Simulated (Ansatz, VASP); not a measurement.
# CaO in VASP and in Ansatz

```
Ca O
1.0
     3.99198    0.00000    0.00000
    -1.99599    3.45715    0.00000
     0.00000    0.00000    4.78484
Ca O
2 2
Direct
  0.22486 0.61243 0.75000
  0.55820 0.27910 0.25000
  0.33333 0.66667 0.25000
  0.66667 0.33333 0.75000
```

Change from the starting cell: all Ca atoms moved +0.375 Å, as atom 1 towards its neighbour atom 4 (O) at 2.305 Å.

Alike in both runs: task single point; functional PBEsol; k mesh 9 × 9 × 6; occupations gaussian, width 0.05 eV; no spin polarisation.

|  | VASP | Ansatz |
| --- | --- | --- |
| version | VASP 6.6.1 | Ansatz 0.2.0 |
| potentials or method | VASP PAW PBE potentials, release 64 (Ca_sv, O), cutoff 520 eV | scalar-relativistic, plane waves, PAW |
| valence electrons in the cell | 32 | 32 |

|  | VASP | Ansatz | Ansatz less VASP |
| --- | --- | --- | --- |
| gap on the k mesh at the Fermi level (eV) | 3.16 | 3.17 | +0.011 |
| least direct gap on the mesh (eV) | 3.21 | 3.22 | +0.010 |
| pressure (GPa) | 4.4 | 3.8 | -0.62 |
| traceless stress, the component that is largest in VASP (GPa) | -6.96 | -6.75 | +0.205 |
| rms of the force components (eV/Å) | 1.760 | 1.704 | -0.0558 |

VASP's potentials were made for PBE, not for PBEsol. Atom by atom the forces differ by 0.056 eV/Å (rms over components). With one functional, cell and mesh, what is left measures potentials, basis and numerics.
